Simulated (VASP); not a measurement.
# Sn (Fd-3m) in VASP: single point with PBE

Aim: the single point of Sn with PBE.

All numbers are computed with VASP 6.6.1; they aren't measurements. Logs are shortened: lines on timing, memory, paths and dates and some standing lists are left out, and cuts for length are marked.

## 1. The cell of the first run

Symmetry: Fd-3m, No. 227, cubic system. Conventional cell: a = 6.656 Å, b = 6.656 Å, c = 6.656 Å, α = 90.00°, β = 90.00°, γ = 90.00°. Within 3.8 Å of Sn (site symmetry -43m) lie 4 Sn at 2.88 Å.

This isn't the form of Sn at room conditions, which is tetragonal (white tin).

## 2. Single point, PBE

Input file INCAR:

```
SYSTEM = Sn
PREC = Accurate ; ENCUT = 520
EDIFF = 1E-6 ; ISMEAR = -1
SIGMA = 0.02 ; LREAL = .False.
LASPH = .True. ; NELM = 100
ALGO = Normal ; ISIF = 2
LWAVE = .False. ; LCHARG = .True.
GGA = PE ; LELF = .True.
LVHAR = .True. ; NBANDS = 36
```

Input file KPOINTS:

```
regular mesh
0
Gamma
  7 5 7
  0 0 0
```

Input file POSCAR:

```
Sn
1.0
   -3.3279730254      3.3279730254      0.0000000000
    0.0000000000      0.0000000000      6.6559460509
    3.3279730254      3.3279730254      0.0000000000
Sn
4
Direct
    0.5000000000      0.3750000000      0.2500000000
    0.0000000000      0.8750000000      0.7500000000
    0.0000000000      0.1250000000      0.2500000000
    0.5000000000      0.6250000000      0.7500000000
```

Potentials or basis: VASP PAW PBE potentials, release 64 (Sn_d).

Run with:

```bash
$ cat potpaw_PBE.64/Sn_d/POTCAR > POTCAR
$ mpirun -np 1 vasp_std > vasp.out
```

OUTCAR:

```text
SYSTEM = Sn
   PREC = Accurate
   ENCUT = 520
   EDIFF = 1E-6
   ISMEAR = -1
   LREAL = .False.
   LASPH = .True.
   NELM = 100
   ISIF = 2
   GGA = PE

 ion  position               nearest neighbor table
   1  0.500  0.375  0.250-   3 2.88   4 2.88   4 2.88   3 2.88
   2  0.000  0.875  0.750-   3 2.88   4 2.88   3 2.88   4 2.88
   3  0.000  0.125  0.250-   1 2.88   2 2.88   2 2.88   1 2.88
   4  0.500  0.625  0.750-   1 2.88   2 2.88   1 2.88   2 2.88

  LATTYP: Found a simple tetragonal cell.
 ALAT       =     4.7064645877
 C/A-ratio  =     1.4142135624

  Lattice vectors:

 A1 = (   3.3279730254,  -3.3279730254,   0.0000000000)
 A2 = (   3.3279730254,   3.3279730254,   0.0000000000)
 A3 = (   0.0000000000,   0.0000000000,   6.6559460509)

Analysis of symmetry for initial positions (statically):
=====================================================================
 Subroutine PRICEL returns following result:

  LATTYP: Found a face centered cubic cell.
 ALAT       =     6.6559460509

  Lattice vectors:

 A1 = (   3.3279730254,   0.0000000000,   3.3279730255)
 A2 = (   3.3279730254,   3.3279730254,   0.0000000000)
 A3 = (   0.0000000000,   3.3279730254,   3.3279730254)

   2 primitive cells build up your supercell.

 Routine SETGRP: Setting up the symmetry group for a
 simple tetragonal supercell.

 Subroutine GETGRP returns: Found 16 space group operations
 (whereof  4 operations were pure point group operations)
 out of a pool of 16 trial point group operations.

The static configuration has the point symmetry C_2h.
 The point group associated with its full space group is D_4h.

Analysis of symmetry for dynamics (positions and initial velocities):
=====================================================================
 Subroutine PRICEL returns following result:

  LATTYP: Found a face centered cubic cell.
 ALAT       =     6.6559460509

  Lattice vectors:

 A1 = (   3.3279730254,   0.0000000000,   3.3279730255)
 A2 = (   3.3279730254,   3.3279730254,   0.0000000000)
 A3 = (   0.0000000000,   3.3279730254,   3.3279730254)

   2 primitive cells build up your supercell.

 Routine SETGRP: Setting up the symmetry group for a
 simple tetragonal supercell.

 Subroutine GETGRP returns: Found 16 space group operations
 (whereof  4 operations were pure point group operations)
 out of a pool of 16 trial point group operations.

The dynamic configuration has the point symmetry C_2h.
 The point group associated with its full space group is D_4h.

 Subroutine INISYM returns: Found 16 space group operations
 (whereof  4 operations are pure point group operations),
 and found     2 'primitive' translations

----------------------------------------------------------------------------------------

                                     Primitive cell

  volume of cell :      73.7173

  direct lattice vectors                    reciprocal lattice vectors
     3.327973025  0.000000000  3.327973025     0.150241602 -0.150241602  0.150241602
     3.327973025  3.327973025  0.000000000     0.150241602  0.150241602 -0.150241602
     0.000000000  3.327973025  3.327973025    -0.150241602  0.150241602  0.150241602

  length of vectors
     4.706464588  4.706464588  4.706464588     0.260226089  0.260226089  0.260226089

  position of ions in fractional coordinates (direct lattice)
     0.875000000  0.875000000  0.875000000
     0.125000000  0.125000000  0.125000000

  ion indices of the primitive-cell ions
   primitive index   ion index
                 1           1
                 2           3

----------------------------------------------------------------------------------------

 KPOINTS: regular mesh

Automatic generation of k-mesh.
 Grid dimensions read from file:
 generate k-points for:    7    5    7

 Generating k-lattice:

  Cartesian coordinates                     Fractional coordinates (reciprocal lattice)
    -0.021463086  0.021463086  0.000000000     0.142857143  0.000000000  0.000000000
     0.000000000  0.000000000  0.030048320     0.000000000  0.200000000  0.000000000
     0.021463086  0.021463086  0.000000000     0.000000000  0.000000000  0.142857143

  Length of vectors
     0.030353387  0.030048320  0.030353387

  Shift w.r.t. Gamma in fractional coordinates (k-lattice)
     0.000000000  0.000000000  0.000000000

 Subroutine IBZKPT returns following result:
 ===========================================

 Found     30 irreducible k-points:

 Following reciprocal coordinates:
            Coordinates               Weight
  0.000000  0.000000  0.000000      1.000000
  0.142857  0.000000  0.000000      4.000000
  0.285714  0.000000  0.000000      4.000000
  0.428571  0.000000  0.000000      4.000000
  0.000000  0.200000  0.000000      2.000000
  0.142857  0.200000  0.000000      8.000000
[... 16 lines left out ...]
  0.428571  0.000000  0.285714      8.000000
  0.285714  0.200000  0.285714      8.000000
 [... further k-points ...]
   k-points           NKPTS =     30   k-points in BZ     NKDIM =     30   number of bands    NBANDS=     36
   number of dos      NEDOS =    301   number of ions     NIONS =      4
   total plane-waves  NPLWV =  64800
   dimension x,y,z NGX =    36 NGY =   50 NGZ =   36
   dimension x,y,z NGXF=    72 NGYF=  100 NGZF=   72
   ions per type =               4
   NGX,Y,Z   is equivalent  to a cutoff of  12.72, 12.49, 12.72 a.u.
   NGXF,Y,Z  is equivalent  to a cutoff of  25.43, 24.98, 25.43 a.u.
 SYSTEM =  Sn
   PREC   = accura    normal or accurate (medium, high low for compatibility)
   ISTART =      0    job   : 0-new  1-cont  2-samecut
   ICHARG =      2    charge: 1-file 2-atom 10-const
   ISPIN  =      1    spin polarized calculation?
   LNONCOLLINEAR =      F non collinear calculations
   LSORBIT =      F    spin-orbit coupling
   LASPH  =      T    aspherical Exc in radial PAW
   ENCUT  =  520.0 eV  38.22 Ry    6.18 a.u.   8.75 12.38  8.75*2*pi/ulx,y,z
   NELM   =    100;   NELMIN=  2; NELMDL= -5     # of ELM steps
   EDIFF  = 0.1E-05   stopping-criterion for ELM
   LREAL  =      F    real-space projection
   EDIFFG = 0.1E-04   stopping-criterion for IOM
   NSW    =      0    number of steps for IOM
   IBRION =     -1    ionic relax: 0-MD 1-quasi-New 2-CG
   NFREE  =      0    steps in history (QN), initial steepest desc. (CG)
   ISIF   =      2    stress and relaxation
   ISYM   =      2    0-nonsym 1-usesym 2-fastsym
   POTIM  = 0.5000    time-step for ionic-motion
   TEBEG  =    0.0;   TEEND  =   0.0 temperature during run
   PSTRESS=    0.0 pullay stress
   NELECT =      56.0000    total number of electrons
   NUPDOWN=      -1.0000    fix difference up-down
   EMIN   =  10.00;   EMAX   =-10.00  energy-range for DOS
   EFERMI =   0.00;   METHOD = LEGACY
   ISMEAR =    -1;   SIGMA  =   0.02  broadening in eV -4-tet -1-fermi 0-gaus
   EFERMI_NEDOS =   21; number of points for ismear=-14 and -15
   IALGO  =     38    algorithm
   IMIX   =      4    mixing-type and parameters
     AMIX     =   0.40;   BMIX     =  1.00
     AMIX_MAG =   1.60;   BMIX_MAG =  1.00
  volume/ion in A,a.u.               =      36.86       248.73
  Fermi-wavevector in a.u.,A,eV,Ry     =   1.185599  2.240457 19.124951  1.405644
  Thomas-Fermi vector in A             =   2.321789
   LORBIT       =      0    0 simple, 1 ext, 2 COOP (PROOUT), +10 PAW based schemes
   GGA     = PE    functional components
   LHFCALC =     F    Hartree Fock is set to
   AEXX    =    0.0000 exact exchange contribution
   IVDW    =     0    specifies the selected vdW correction
   LEPSILON=     F    determine dielectric tensor
   LRPA    =     F    only Hartree local field effects (RPA)
 non-spin polarized calculation
  energy-cutoff  :      520.00
  volume of cell :      147.43
 maximum number of plane-waves:      4001
 NGX is ok and might be reduce to    36
   NGX = 17   NGY = 25   NGZ = 17

 number of electron      55.9999948 magnetization

 Free energy of the ion-electron system (eV)
  ---------------------------------------------------
  ext. energy  EPLUGINS =         0.00000000
  ---------------------------------------------------
  free energy    TOTEN  =       -15.37826719 eV

  energy without entropy =      -15.37724738  energy(sigma->0) =      -15.37775728

 E-fermi :   4.8122     XC(G=0):  -8.5489

 val. band max:        4.7954241729   @ k =   0.4286   0.4000   0.0000
 cond. band min:       4.8554717152   @ k =   0.1429   0.0000   0.0000
 fundamental gap:      0.0600475423
 Fermi energy:         4.8121966550

 k-point     1 :       0.0000    0.0000    0.0000
  band No.  band energies     occupation
      1     -16.7257      2.00000
      2     -16.7257      2.00000
      3     -16.6833      2.00000
      4     -16.6833      2.00000
      5     -16.6826      2.00000
      6     -16.6338      2.00000
[... 28 lines left out ...]
     35       9.8302      0.00000
     36      12.1167      0.00000

 k-point     2 :       0.1429    0.0000    0.0000
  band No.  band energies     occupation
      1     -16.7351      2.00000
      2     -16.7259      2.00000
      3     -16.6927      2.00000
      4     -16.6876      2.00000
      5     -16.6818      2.00000
      6     -16.6253      2.00000
[... 28 lines left out ...]
     35      10.4553      0.00000
     36      11.2158      0.00000

 k-point     3 :       0.2857    0.0000    0.0000
  band No.  band energies     occupation
      1     -16.7438      2.00000
      2     -16.7257      2.00000
      3     -16.7073      2.00000
      4     -16.7019      2.00000
      5     -16.6700      2.00000
      6     -16.6116      2.00000
[... 28 lines left out ...]
     35      10.0425      0.00000
     36      10.2996      0.00000
[... 742 lines left out ...]
 k-point    23 :       0.4286    0.0000    0.2857
  band No.  band energies     occupation
      1     -16.7335      2.00000
      2     -16.7316      2.00000
      3     -16.7216      2.00000
      4     -16.7214      2.00000
      5     -16.6543      2.00000
      6     -16.6134      2.00000
[... 28 lines left out ...]
     35      10.8310      0.00000
     36      11.0763      0.00000

 k-point    24 :       0.2857    0.2000    0.2857
  band No.  band energies     occupation
      1     -16.7431      2.00000
      2     -16.7298      2.00000
      3     -16.7167      2.00000
      4     -16.7165      2.00000
      5     -16.6621      2.00000
      6     -16.6014      2.00000
[... 28 lines left out ...]
     35       9.4971      0.00000
     36       9.8170      0.00000

 [... further k-points ...]

------------------------ aborting loop because EDIFF is reached ----------------------------------------

  FORCE on cell =-STRESS in cart. coord.  units (eV):
  Direction    XX          YY          ZZ          XY          YZ          ZX
  --------------------------------------------------------------------------------------
  -------------------------------------------------------------------------------------
  Total        0.0011505      0.0011505     -0.0562972      0.0000000      0.0000000      0.0000000
  in kB        0.0125028      0.0125028     -0.6117841      0.0000000      0.0000000      0.0000000
  external PRESSURE =      -0.1955928 kB  Pullay stress =       0.0000000 kB

 VOLUME and BASIS-vectors are now :
 -----------------------------------------------------------------------------
  energy-cutoff  :      520.00
  volume of cell :      147.43
      direct lattice vectors                 reciprocal lattice vectors
    -3.327973025  3.327973025  0.000000000    -0.150241602  0.150241602  0.000000000
     0.000000000  0.000000000  6.655946051     0.000000000  0.000000000  0.150241602
     3.327973025  3.327973025  0.000000000     0.150241602  0.150241602  0.000000000

 POSITION                                       TOTAL-FORCE (eV/Angst)
 -----------------------------------------------------------------------------------
     -0.83199      2.49598      2.49598        -0.000000     -0.000000      0.000000
      2.49598      2.49598      5.82395        -0.000000     -0.000000      0.000000
      0.83199      0.83199      0.83199         0.000000      0.000000     -0.000000
      0.83199      4.15997      4.15997         0.000000      0.000000     -0.000000
 -----------------------------------------------------------------------------------
    total drift:                                0.000000      0.000000     -0.000000

  FREE ENERGIE OF THE ION-ELECTRON SYSTEM (eV)
  ---------------------------------------------------
  free  energy   TOTEN  =       -15.3782671886 eV

  energy  without entropy=      -15.3772473752  energy(sigma->0) =      -15.37775728
```

It took 2.7 min on 1 thread of Intel Xeon Platinum 8259CL at 2.50GHz (Skylake/Cascade Lake), shared host; peak memory 0.29 GiB.

What came out:

| Quantity | Value |
| --- | --- |
| Free energy | -15.3783 eV |
| Pressure | 0.0 GPa |
| Band gap on the k mesh | zero (bands 28 and 29 overlap by 0.16 eV) |

Levels at points of the mesh, in eV from the Fermi level:
| k point | band 26 | band 27 | band 28 | band 29 | band 30 | band 31 |
| --- | --- | --- | --- | --- | --- | --- |
| (0.00, 0.00, 0.00) | -1.10 | 0.14 | 0.14 | 0.14 | 0.96 | 0.96 |

Caveat: spin-orbit coupling is left out, which moves the levels of the heavy elements.

The gap in the log of VASP goes by the Fermi energy; the results here count the filled bands.